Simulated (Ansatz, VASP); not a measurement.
# GaS2: VASP beside Ansatz

```
CELL_PARAMETERS angstrom
1.75417 1.01277 5.23554
-1.75417 1.01277 5.23554
0.00000 -2.02554 5.23554
ATOMIC_POSITIONS crystal
Ga 0.00070 0.00070 0.00070
S 0.75881 0.75881 0.75881
S 0.57379 0.57379 0.57379
```

Alike in both runs: functional PBE; k mesh 6 × 6 × 6; occupations gaussian, width 0.1 eV; no spin polarisation.

Ansatz relaxed the structure, and its values are those at the end. VASP's run is a single point on that final structure, the one shown.

|  | VASP | Ansatz |
| --- | --- | --- |
| version | VASP 6.6.1 | Ansatz 0.2.0 |
| potentials or method | VASP PAW PBE potentials, release 64 (Ga_d, S), cutoff 520 eV | scalar-relativistic, plane waves, PAW |
| valence electrons in the cell | 25 | 25 |

```csv
,VASP,Ansatz,Ansatz less VASP
gap on the k mesh at the Fermi level (eV),none,none,-
pressure (GPa),0.1,0.1,0.00
rms of the force components (eV/Å),0.009,0.010,+0.0006
```

A gap of «none» marks a metal or a gap that the smearing closes. The functional is the same, so the differences come from potentials, cutoffs and numerics.
